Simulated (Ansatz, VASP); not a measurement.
## Two plane-wave programs on Ge

```
CELL_PARAMETERS angstrom
-1.57559 1.57559 1.83494
1.57559 -1.57559 1.83494
1.57559 1.57559 -1.83494
ATOMIC_POSITIONS crystal
Ge 0.50000 0.50000 0.00000
```

Alike in both runs: task single point; functional HSE06; k mesh 6 × 6 × 6; occupations fermi-dirac, width 0.05 eV; no spin polarisation.

|  | VASP | Ansatz |
| --- | --- | --- |
| version | VASP 6.6.1 | Ansatz 0.2.0 |
| potentials or method | VASP PAW PBE potentials, release 64 (Ge_d) | Ansatz PAW |
| plane-wave cutoff (eV) | 520 | 420 |
| valence electrons in the cell | 14 | 14 |

```tsv
	VASP	Ansatz	Ansatz less VASP
gap on the k mesh at the Fermi level (eV)	none	none	-
pressure (GPa)	3.4	3.1	-0.25
traceless stress, the component that is largest in VASP (GPa)	-7.44	-7.43	+0.010
```

A gap of «none» marks a metal or a gap that the smearing closes.

The k mesh is coarse, so the values compare programs but aren't converged.
